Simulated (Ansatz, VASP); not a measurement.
# CsSnI3: VASP beside Ansatz

Contents of INCAR:

```
SYSTEM = CsSnI3
ALGO = Normal ; EDIFF = 1E-7
ENCUT = 520 ; GGA = PE
ISIF = 2 ; ISMEAR = 0
LASPH = .TRUE. ; LCHARG = .FALSE.
LREAL = .FALSE. ; LWAVE = .FALSE.
NBANDS = 30 ; NELM = 100
PREC = Accurate ; SIGMA = 0.05
```

The input KPOINTS:

```
k-points
0
G
  6 6 6
  0 0 0
```

The input POSCAR:

```
CsSnI3
1.0
    5.8433484180      0.0000000000      0.0000000000
    0.0000000000      6.2831703419      0.0000000000
    0.0000000000      0.0000000000      5.9897462869
Cs Sn I
1 1 3
Direct
    0.0000000000      0.0000000000      0.0000000000
    0.5000000000      0.5000000000      0.5000000000
    0.0000000000      0.5000000000      0.5000000000
    0.5000000000      0.0000000000      0.5000000000
    0.5000000000      0.5000000000      0.0000000000
```

Input for Ansatz:

```yaml
crystal:
  lattice:
    - [5.843348418, 0.0, 0.0]
    - [0.0, 6.2831703419, 0.0]
    - [0.0, 0.0, 5.9897462869]
  atoms:
    - { symbol: Cs, position: [0.0, 0.0, 0.0] }
    - { symbol: Sn, position: [0.5, 0.5, 0.5] }
    - { symbol: I, position: [0.0, 0.5, 0.5] }
    - { symbol: I, position: [0.5, 0.0, 0.5] }
    - { symbol: I, position: [0.5, 0.5, 0.0] }
basis:
  ecutwfc: 420
kpoints:
  mp_grid: { grid: [6, 6, 6] }
hamiltonian:
  xc: pbe
scf:
  occupations: { method: gaussian, width: 0.05 }
output:
  forces: true
  stress: true
  eigenvalues: true
```

Change from the starting cell: normal strain along x -0.0700, normal strain along z -0.0467.

Alike in both runs: task single point; functional PBE; k mesh 6 × 6 × 6; occupations gaussian, width 0.05 eV; no spin polarisation.

|  | VASP | Ansatz |
| --- | --- | --- |
| version | VASP 6.6.1 | Ansatz 0.2.0 |
| potentials or method | VASP PAW PBE potentials, release 64 (Cs_sv, Sn_d, I), cutoff 520 eV | scalar-relativistic, plane waves, PAW |
| valence electrons in the cell | 44 | 74 |

|  | VASP | Ansatz | Ansatz less VASP |
| --- | --- | --- | --- |
| gap on the k mesh at the Fermi level (eV) | 0.17 | 0.17 | 0.000 |
| least direct gap on the mesh (eV) | 0.34 | 0.34 | 0.000 |
| pressure (GPa) | 2.7 | 2.7 | 0.00 |
| traceless stress, the component that is largest in VASP (GPa) | -1.92 | -1.92 | 0.000 |

VASP's potentials hold 44 valence electrons a cell and Ansatz's 74, so a difference there can come from the potentials and not from the codes.

Neither program's run includes spin-orbit coupling.
